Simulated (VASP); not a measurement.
# Sb (P6/mmm) in VASP: a series of runs

The runs below take Sb through single point, with RPBE.

All numbers are computed with VASP 6.6.1; they aren't measurements. Logs are shortened: lines on timing, memory, paths and dates and some standing lists are left out, and cuts for length are marked.

## 1. The cell of the first run

It takes space group P6/mmm (No. 191, hexagonal). The conventional cell has a = 5.618 Å, b = 5.618 Å, c = 3.350 Å, α = 90.00°, β = 90.00°, γ = 120.00°. Within 4.4 Å of Sb (site symmetry 6/mmm) lie 14 Sb at 3.35 to 3.65 Å. Within 4.3 Å of Sb (site symmetry -6m2) lie 11 Sb at 3.24 to 3.65 Å.

This isn't the form of Sb at room conditions, which is rhombohedral.

## 2. Single point, RPBE (30.52 Å³/atom)

The input, INCAR:

```
SYSTEM = Sb
  ALGO = Normal
  EDIFF = 1E-6
  ENCUT = 520
  GGA = RP
  ISIF = 2
  ISMEAR = -1
  LASPH = .TRUE.
  LCHARG = .FALSE.
  LREAL = .FALSE.
  LWAVE = .FALSE.
  NBANDS = 14
  NELM = 100
  PREC = Accurate
  SIGMA = 0.1
```

The input, KPOINTS:

```
k-points
0
G
  8 8 11
  0 0 0
```

The input, POSCAR:

```
Sb
1.0
    5.6177127120      0.0000000000      0.0000000000
   -2.8088563560      4.8650819198      0.0000000000
    0.0000000000      0.0000000000      3.3499749163
Sb
3
Direct
    0.0000000000      0.0000000000      0.0000000000
    0.3333333333      0.6666666667      0.5000000000
    0.6666666667      0.3333333333      0.5000000000
```

Potentials or basis: VASP PAW PBE potentials, release 64 (Sb).

Command:

```sh
cat potpaw_PBE.64/Sb/POTCAR > POTCAR
mpirun -np 1 vasp_std > vasp.out
```

OUTCAR:

```text
SYSTEM = Sb
   EDIFF = 1E-6
   ENCUT = 520
   GGA = RP
   ISIF = 2
   ISMEAR = -1
   LASPH = .TRUE.
   LREAL = .FALSE.
   NELM = 100
   PREC = Accurate

 ion  position               nearest neighbor table
   1  0.000  0.000  0.000-   2 3.65   3 3.65   2 3.65   3 3.65   3 3.65   3 3.65   2 3.65   2 3.65
                             3 3.65   3 3.65   2 3.65   2 3.65
   2  0.333  0.667  0.500-   3 3.24   3 3.24   3 3.24   1 3.65   1 3.65   1 3.65   1 3.65   1 3.65
                             1 3.65
   3  0.667  0.333  0.500-   2 3.24   2 3.24   2 3.24   1 3.65   1 3.65   1 3.65   1 3.65   1 3.65
                             1 3.65

  LATTYP: Found a hexagonal cell.
 ALAT       =     5.6177127120
 C/A-ratio  =     0.5963236442

  Lattice vectors:

 A1 = (   5.6177127120,   0.0000000000,   0.0000000000)
 A2 = (  -2.8088563560,   4.8650819198,   0.0000000000)
 A3 = (   0.0000000000,   0.0000000000,   3.3499749163)

Analysis of symmetry for initial positions (statically):
=====================================================================
 Subroutine PRICEL returns:
 Original cell was already a primitive cell.

 Routine SETGRP: Setting up the symmetry group for a
 hexagonal supercell.

 Subroutine GETGRP returns: Found 24 space group operations
 (whereof 24 operations were pure point group operations)
 out of a pool of 24 trial point group operations.

The static configuration has the point symmetry D_6h.

Analysis of symmetry for dynamics (positions and initial velocities):
=====================================================================
 Subroutine PRICEL returns:
 Original cell was already a primitive cell.

 Routine SETGRP: Setting up the symmetry group for a
 hexagonal supercell.

 Subroutine GETGRP returns: Found 24 space group operations
 (whereof 24 operations were pure point group operations)
 out of a pool of 24 trial point group operations.

The dynamic configuration has the point symmetry D_6h.

 Subroutine INISYM returns: Found 24 space group operations
 (whereof 24 operations are pure point group operations),
 and found     1 'primitive' translations

----------------------------------------------------------------------------------------

                                     Primitive cell

  volume of cell :      91.5569

  direct lattice vectors                    reciprocal lattice vectors
     5.617712712  0.000000000  0.000000000     0.178008391  0.102773192  0.000000000
    -2.808856356  4.865081920  0.000000000     0.000000000  0.205546385  0.000000000
     0.000000000  0.000000000  3.349974916     0.000000000  0.000000000  0.298509698

  length of vectors
     5.617712712  5.617712712  3.349974916     0.205546385  0.205546385  0.298509698

  position of ions in fractional coordinates (direct lattice)
     0.000000000  0.000000000  0.000000000
     0.333333333  0.666666667  0.500000000
     0.666666667  0.333333333  0.500000000

  ion indices of the primitive-cell ions
   primitive index   ion index
                 1           1
                 2           2
                 3           3

----------------------------------------------------------------------------------------

 KPOINTS: k-points

Automatic generation of k-mesh.
 Grid dimensions read from file:
 generate k-points for:    8    8   11

 Generating k-lattice:

  Cartesian coordinates                     Fractional coordinates (reciprocal lattice)
     0.022251049  0.012846649  0.000000000     0.125000000  0.000000000  0.000000000
     0.000000000  0.025693298  0.000000000     0.000000000  0.125000000  0.000000000
     0.000000000  0.000000000  0.027137245     0.000000000  0.000000000  0.090909091

  Length of vectors
     0.025693298  0.025693298  0.027137245

  Shift w.r.t. Gamma in fractional coordinates (k-lattice)
     0.000000000  0.000000000  0.000000000

 Subroutine IBZKPT returns following result:
 ===========================================

 Found     60 irreducible k-points:

 Following reciprocal coordinates:
            Coordinates               Weight
  0.000000  0.000000  0.000000      1.000000
  0.125000  0.000000  0.000000      6.000000
  0.250000  0.000000  0.000000      6.000000
  0.375000  0.000000  0.000000      6.000000
  0.500000  0.000000  0.000000      3.000000
  0.125000  0.125000  0.000000      6.000000
[... 16 lines left out ...]
  0.250000  0.000000  0.181818     12.000000
  0.375000  0.000000  0.181818     12.000000
 [... further k-points ...]
   k-points           NKPTS =     60   k-points in BZ     NKDIM =     60   number of bands    NBANDS=     14
   number of dos      NEDOS =    301   number of ions     NIONS =      3
   total plane-waves  NPLWV =  49392
   dimension x,y,z NGX =    42 NGY =   42 NGZ =   28
   dimension x,y,z NGXF=    84 NGYF=   84 NGZF=   56
   ions per type =               3
   NGX,Y,Z   is equivalent  to a cutoff of  12.43, 12.43, 13.90 a.u.
   NGXF,Y,Z  is equivalent  to a cutoff of  24.86, 24.86, 27.79 a.u.
 SYSTEM =  Sb
   PREC   = accura    normal or accurate (medium, high low for compatibility)
   ISTART =      0    job   : 0-new  1-cont  2-samecut
   ICHARG =      2    charge: 1-file 2-atom 10-const
   ISPIN  =      1    spin polarized calculation?
   LNONCOLLINEAR =      F non collinear calculations
   LSORBIT =      F    spin-orbit coupling
   LASPH  =      T    aspherical Exc in radial PAW
   ENCUT  =  520.0 eV  38.22 Ry    6.18 a.u.  10.45 10.45  6.23*2*pi/ulx,y,z
   NELM   =    100;   NELMIN=  2; NELMDL= -5     # of ELM steps
   EDIFF  = 0.1E-05   stopping-criterion for ELM
   LREAL  =      F    real-space projection
   EDIFFG = 0.1E-04   stopping-criterion for IOM
   NSW    =      0    number of steps for IOM
   IBRION =     -1    ionic relax: 0-MD 1-quasi-New 2-CG
   NFREE  =      0    steps in history (QN), initial steepest desc. (CG)
   ISIF   =      2    stress and relaxation
   ISYM   =      2    0-nonsym 1-usesym 2-fastsym
   POTIM  = 0.5000    time-step for ionic-motion
   TEBEG  =    0.0;   TEEND  =   0.0 temperature during run
   PSTRESS=    0.0 pullay stress
   NELECT =      15.0000    total number of electrons
   NUPDOWN=      -1.0000    fix difference up-down
   EMIN   =  10.00;   EMAX   =-10.00  energy-range for DOS
   EFERMI =   0.00;   METHOD = LEGACY
   ISMEAR =    -1;   SIGMA  =   0.10  broadening in eV -4-tet -1-fermi 0-gaus
   EFERMI_NEDOS =   21; number of points for ismear=-14 and -15
   IALGO  =     38    algorithm
   IMIX   =      4    mixing-type and parameters
     AMIX     =   0.40;   BMIX     =  1.00
     AMIX_MAG =   1.60;   BMIX_MAG =  1.00
  volume/ion in A,a.u.               =      30.52       205.95
  Fermi-wavevector in a.u.,A,eV,Ry     =   0.895794  1.692805 10.917954  0.802447
  Thomas-Fermi vector in A             =   2.018171
   LORBIT       =      0    0 simple, 1 ext, 2 COOP (PROOUT), +10 PAW based schemes
   GGA     = RP    functional components
   LHFCALC =     F    Hartree Fock is set to
   AEXX    =    0.0000 exact exchange contribution
   IVDW    =     0    specifies the selected vdW correction
   LEPSILON=     F    determine dielectric tensor
   LRPA    =     F    only Hartree local field effects (RPA)
 non-spin polarized calculation
  energy-cutoff  :      520.00
  volume of cell :       91.56
 maximum number of plane-waves:      2496
 NGX is ok and might be reduce to    42
   NGX = 21   NGY = 21   NGZ = 13

 number of electron      14.9999998 magnetization

 Free energy of the ion-electron system (eV)
  ---------------------------------------------------
  ext. energy  EPLUGINS =         0.00000000
  ---------------------------------------------------
  free energy    TOTEN  =       -10.46921338 eV

  energy without entropy =      -10.39818487  energy(sigma->0) =      -10.43369912

 E-fermi :   6.9799     XC(G=0):  -9.6329

 val. band max:        6.9778222513   @ k =   0.3750   0.0000   0.3636
 cond. band min:       6.9898559769   @ k =   0.3750   0.0000   0.2727
 fundamental gap:      0.0120337256
 Fermi energy:         6.9798607627

 k-point     1 :       0.0000    0.0000    0.0000
  band No.  band energies     occupation
      1      -4.9556      2.00000
      2      -1.1863      2.00000
      3      -0.9727      2.00000
      4       3.5734      2.00000
      5       3.5734      2.00000
      6       3.8443      2.00000
      7       3.8443      2.00000
      8       8.5083      0.00000
      9      11.5341      0.00000
     10      11.5341      0.00000
     11      11.8744      0.00000
     12      11.8856      0.00000
     13      12.4269      0.00000
     14      16.8218      0.00000

 k-point     2 :       0.1250    0.0000    0.0000
  band No.  band energies     occupation
      1      -4.8613      2.00000
      2      -1.3552      2.00000
      3      -1.1680      2.00000
      4       2.9946      2.00000
      5       3.3187      2.00000
      6       4.6058      2.00000
      7       4.8300      2.00000
      8       8.6040      0.00000
      9      10.7836      0.00000
     10      11.2951      0.00000
     11      11.7214      0.00000
     12      11.7713      0.00000
     13      12.5213      0.00000
     14      16.2908      0.00000

 k-point     3 :       0.2500    0.0000    0.0000
  band No.  band energies     occupation
      1      -4.5804      2.00000
      2      -1.9433      2.00000
      3      -1.4575      2.00000
      4       2.4911      2.00000
      5       3.7438      2.00000
      6       5.6509      2.00000
      7       6.3478      1.99641
      8       8.8860      0.00000
      9       9.2455      0.00000
     10      10.5626      0.00000
     11      11.2517      0.00000
     12      11.5625      0.00000
     13      12.7970      0.00000
     14      15.1597      0.00000
[... 324 lines left out ...]
 k-point    23 :       0.2500    0.0000    0.1818
  band No.  band energies     occupation
      1      -4.1714      2.00000
      2      -1.5953      2.00000
      3      -1.1219      2.00000
      4       2.9089      2.00000
      5       4.0324      2.00000
      6       5.9648      1.99992
      7       5.9908      1.99990
      8       6.9455      1.17022
      9       8.2038      0.00001
     10       8.8928      0.00000
     11       9.8814      0.00000
     12      10.3007      0.00000
     13      13.8608      0.00000
     14      14.3627      0.00000

 k-point    24 :       0.3750    0.0000    0.1818
  band No.  band energies     occupation
      1      -3.7163      2.00000
      2      -2.3529      2.00000
      3      -1.3083      2.00000
      4       2.6086      2.00000
      5       4.8457      2.00000
      6       6.5906      1.96002
      7       7.0457      0.68206
      8       7.0938      0.48491
      9       8.3647      0.00000
     10       8.7207      0.00000
     11       8.9321      0.00000
     12       9.4831      0.00000
     13      13.2626      0.00000
     14      14.2819      0.00000

 [... further k-points ...]
[... 5 lines left out ...]
  --------------------------------------------------------------------------------------
  -------------------------------------------------------------------------------------
  Total       -1.9453418     -1.9453418     -2.5665220      0.0000000      0.0000000      0.0000000
  in kB      -34.0420154    -34.0420154    -44.9122005      0.0000000      0.0000000      0.0000000
  external PRESSURE =     -37.6654104 kB  Pullay stress =       0.0000000 kB

 VOLUME and BASIS-vectors are now :
 -----------------------------------------------------------------------------
  energy-cutoff  :      520.00
  volume of cell :       91.56
      direct lattice vectors                 reciprocal lattice vectors
     5.617712712  0.000000000  0.000000000     0.178008391  0.102773192  0.000000000
    -2.808856356  4.865081920  0.000000000     0.000000000  0.205546385  0.000000000
     0.000000000  0.000000000  3.349974916     0.000000000  0.000000000  0.298509698

 POSITION                                       TOTAL-FORCE (eV/Angst)
 -----------------------------------------------------------------------------------
      0.00000      0.00000      0.00000        -0.000000      0.000000     -0.000000
     -0.00000      3.24339      1.67499         0.000000      0.000000     -0.000000
      2.80886      1.62169      1.67499         0.000000     -0.000000      0.000000
 -----------------------------------------------------------------------------------
    total drift:                               -0.000000      0.000000     -0.000000

  FREE ENERGIE OF THE ION-ELECTRON SYSTEM (eV)
  ---------------------------------------------------
  free  energy   TOTEN  =       -10.4692133772 eV

  energy  without entropy=      -10.3981848718  energy(sigma->0) =      -10.43369912
```

Wall time 26 s (1 thread of Intel Xeon 6975P-C (Granite Rapids), shared host); peak memory 0.24 GiB.

What came out:

* Free energy: -10.4692 eV
* Pressure: -3.8 GPa
* Band gap on the k mesh: zero (an odd number of electrons rules out a gap without spin polarisation)

Stress tensor (GPa, compression positive):
```
-3.40  0.00  0.00
 0.00 -3.40  0.00
 0.00  0.00 -4.49
```

Levels at points of the mesh, in eV from the Fermi level:
```
           k point  band 4  band 5  band 6  band 7  band 8  band 9  band 10  band 11
(0.00, 0.00, 0.00)   -3.41   -3.41   -3.14   -3.14    1.53    4.55     4.55     4.89
(0.50, 0.00, 0.00)   -4.90   -1.06   -0.84    0.96    1.36    1.87     2.94     2.96
```

Caveat: the cell stands under tension; the PAW data sets were made with another functional, which shifts forces and pressure a little; spin-orbit coupling is left out, which moves the levels of the heavy elements.

## 3. Single point, RPBE (31.65 Å³/atom)

This run uses another cell than the first one, of 31.65 Å³/atom.

The input, INCAR:

```
SYSTEM = Sb
PREC = Accurate
ENCUT = 520
EDIFF = 1E-6
ISMEAR = -1
SIGMA = 0.1
LREAL = .False.
LASPH = .True.
NELM = 60
ALGO = Normal
ISIF = 2
LWAVE = .False.
LCHARG = .False.
GGA = RP
NBANDS = 14
```

The input, KPOINTS:

```
regular mesh
0
Gamma
  8 8 11
  0 0 0
```

The input, POSCAR:

```
Sb
1.0
    5.6862281562      0.0000000000      0.0000000000
   -2.8431140781      4.9244180350      0.0000000000
    0.0000000000      0.0000000000      3.3908322956
Sb
3
Direct
    0.0000000000      0.0000000000      0.0000000000
    0.3333333333      0.6666666667      0.5000000000
    0.6666666667      0.3333333333      0.5000000000
```

Potentials or basis: VASP PAW PBE potentials, release 64 (Sb).

Command:

```sh
cat potpaw_PBE.64/Sb/POTCAR > POTCAR
mpirun -np 1 vasp_std > vasp.out
```

OUTCAR:

```text
SYSTEM = Sb
   PREC = Accurate
   ENCUT = 520
   EDIFF = 1E-6
   ISMEAR = -1
   LREAL = .False.
   LASPH = .True.
   NELM = 60
   ISIF = 2
   GGA = RP

 ion  position               nearest neighbor table
   1  0.000  0.000  0.000-   2 3.69   3 3.69   2 3.69   3 3.69   3 3.69   3 3.69   2 3.69   2 3.69
                             3 3.69   3 3.69   2 3.69   2 3.69
   2  0.333  0.667  0.500-   3 3.28   3 3.28   3 3.28   1 3.69   1 3.69   1 3.69   1 3.69   1 3.69
                             1 3.69
   3  0.667  0.333  0.500-   2 3.28   2 3.28   2 3.28   1 3.69   1 3.69   1 3.69   1 3.69   1 3.69
                             1 3.69

  LATTYP: Found a hexagonal cell.
 ALAT       =     5.6862281562
 C/A-ratio  =     0.5963236442

  Lattice vectors:

 A1 = (   5.6862281562,   0.0000000000,   0.0000000000)
 A2 = (  -2.8431140781,   4.9244180350,   0.0000000000)
 A3 = (   0.0000000000,   0.0000000000,   3.3908322956)

Analysis of symmetry for initial positions (statically):
=====================================================================
 Subroutine PRICEL returns:
 Original cell was already a primitive cell.

 Routine SETGRP: Setting up the symmetry group for a
 hexagonal supercell.

 Subroutine GETGRP returns: Found 24 space group operations
[... 179 lines left out ...]
      5       3.3071      2.00000
      6       3.5752      2.00000
      7       3.5752      2.00000
      8       8.0400      0.00000
      9      10.8790      0.00000
     10      10.8790      0.00000
     11      11.2049      0.00000
     12      11.2115      0.00000
     13      11.9824      0.00000
     14      16.2383      0.00000
[... 377 lines left out ...]
      1      -3.9450      2.00000
      2      -2.6530      2.00000
      3      -1.6969      2.00000
      4       2.3769      2.00000
      5       4.4612      2.00000
      6       6.1947      1.95247
      7       6.5907      0.87803
      8       6.6958      0.42968
      9       7.8753      0.00000
     10       8.2295      0.00000
     11       8.4344      0.00000
     12       8.9806      0.00000
     13      12.8473      0.00000
     14      13.7427      0.00000

 [... further k-points ...]
[... 5 lines left out ...]
  --------------------------------------------------------------------------------------
  -------------------------------------------------------------------------------------
  Total       -2.7641813     -2.7641813     -3.3061083      0.0000000      0.0000000      0.0000000
  in kB      -46.6435501    -46.6435501    -55.7881755      0.0000000      0.0000000      0.0000000
  external PRESSURE =     -49.6917586 kB  Pullay stress =       0.0000000 kB

 VOLUME and BASIS-vectors are now :
 -----------------------------------------------------------------------------
  energy-cutoff  :      520.00
  volume of cell :       94.95
      direct lattice vectors                 reciprocal lattice vectors
     5.686228156  0.000000000  0.000000000     0.175863503  0.101534841  0.000000000
    -2.843114078  4.924418035  0.000000000     0.000000000  0.203069681  0.000000000
     0.000000000  0.000000000  3.390832296     0.000000000  0.000000000  0.294912845

 POSITION                                       TOTAL-FORCE (eV/Angst)
 -----------------------------------------------------------------------------------
      0.00000      0.00000      0.00000        -0.000000      0.000000      0.000000
     -0.00000      3.28295      1.69542        -0.000000      0.000000      0.000000
      2.84311      1.64147      1.69542         0.000000     -0.000000      0.000000
 -----------------------------------------------------------------------------------
    total drift:                               -0.000000      0.000000     -0.000000

  FREE ENERGIE OF THE ION-ELECTRON SYSTEM (eV)
  ---------------------------------------------------
  free  energy   TOTEN  =       -10.3762946267 eV

  energy  without entropy=      -10.3005072289  energy(sigma->0) =      -10.33840093
```

stdout:

```text
POSCAR found type information on POSCAR Sb
 POSCAR found :  1 types and       3 ions
 scaLAPACK will be used
 -----------------------------------------------------------------------------
|                                                                             |
|                                                                             |
|     You enforced a specific xc type in the INCAR file but a different       |
|     I HOPE YOU KNOW WHAT YOU ARE DOING!                                     |
|                                                                             |
 -----------------------------------------------------------------------------

 LDA part: xc-table for (Slater+PW92), standard interpolation
 POSCAR, INCAR and KPOINTS ok, starting setup
 FFT: planning ... GRIDC
 FFT: planning ... GRID_SOFT
 FFT: planning ... GRID
 WAVECAR not read
 entering main loop
```

Run time: 25 s. Hardware: 1 thread of Intel Xeon 6975P-C (Granite Rapids), shared host; peak memory 0.24 GiB.

What came out:

- Free energy: -10.3763 eV
- Pressure: -5.0 GPa
- Band gap on the k mesh: zero (an odd number of electrons rules out a gap without spin polarisation)

Stress tensor (GPa, compression positive):
```
-4.66  0.00  0.00
 0.00 -4.66  0.00
 0.00  0.00 -5.58
```

Levels at points of the mesh, in eV from the Fermi level:
```tsv
k point	band 6	band 7	band 8	band 9	band 10	band 11
(0.00, 0.00, 0.00)	-2.99	-2.99	1.47	4.31	4.31	4.64
(0.50, 0.00, 0.00)	-0.86	0.93	1.34	1.79	2.82	2.83
```

Caveat: the cell stands under tension; the PAW data sets were made with another functional, which shifts forces and pressure a little; spin-orbit coupling is left out, which moves the levels of the heavy elements.

(Continued in part 2 of 2.)
